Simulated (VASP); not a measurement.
Input of a VASP 6.6.1 run:

The input INCAR:

```
SYSTEM = Al
  AGGAC = 1.0
  AGGAX = 1.0
  ALDAC = 0.0
  ALDAX = 1.0
  ALGO = Normal
  EDIFF = 1E-7
  ENCUT = 520
  GGA = B5
  ISIF = 2
  ISMEAR = -1
  LASPH = .True.
  LCHARG = .False.
  LREAL = .False.
  LWAVE = .False.
  NBANDS = 8
  NELM = 60
  PREC = Accurate
  SIGMA = 0.1
```

Contents of KPOINTS:

```
k-points
0
Gamma
  15 15 15
  0 0 0
```

The input POSCAR:

```
Al
1.0
   -1.6785382339      1.6785382339      1.6785382339
    1.6785382339     -1.6785382339      1.6785382339
    1.6785382339      1.6785382339     -1.6785382339
Al
1
Direct
    0.0000000000      0.0000000000      0.0000000000
```

Potentials or basis: VASP PAW PBE potentials, release 64 (Al).

Command:

```sh
$ cat potpaw_PBE.64/Al/POTCAR > POTCAR
$ mpirun -np 1 vasp_std > vasp.out
```

Question: Predict the pressure.

Answer: -1.6 GPa.

Caveat: the PAW data sets were made with another functional, which shifts forces and pressure a little.
